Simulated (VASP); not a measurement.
Runs of VASP 6.6.1 on Zn2O3. The structure is that of space group Fd-3m (No. 227), or close to it. The cells are those of the table. 

| task | cell | k mesh | cutoff (eV) | smearing | gap on the mesh (eV) | pressure (GPa) |
| --- | --- | --- | --- | --- | --- | --- |
| single point | a = 5.534 Å, angles 60.0°, 10 atoms | 8 × 8 × 8 | 520 | gaussian 0.02 eV | 0.06 | (a) |
| relaxation of cell and atoms | relaxed from a = 5.549 Å, angles 60.0°, 10 atoms | 4 × 4 × 4 | 600 | gaussian 0.1 eV | 0.31 | 0.1 |
| single point | a = 5.537 Å, angles 60.0°, 10 atoms | 4 × 4 × 4 | 520 | gaussian 0.1 eV | 0.31 | -0.3 |
| single point | a = 5.549 Å, angles 60.0°, 10 atoms | 4 × 4 × 4 | 520 | gaussian 0.1 eV | 0.31 | -1.0 |

Alike in all rows: level PBE; potentials or basis VASP PAW PBE potentials, release 64 (Zn, O); no spin polarisation.

Question: Fill in the values left out.

Answer: (a) -0.1.

A k mesh can miss the band edges.
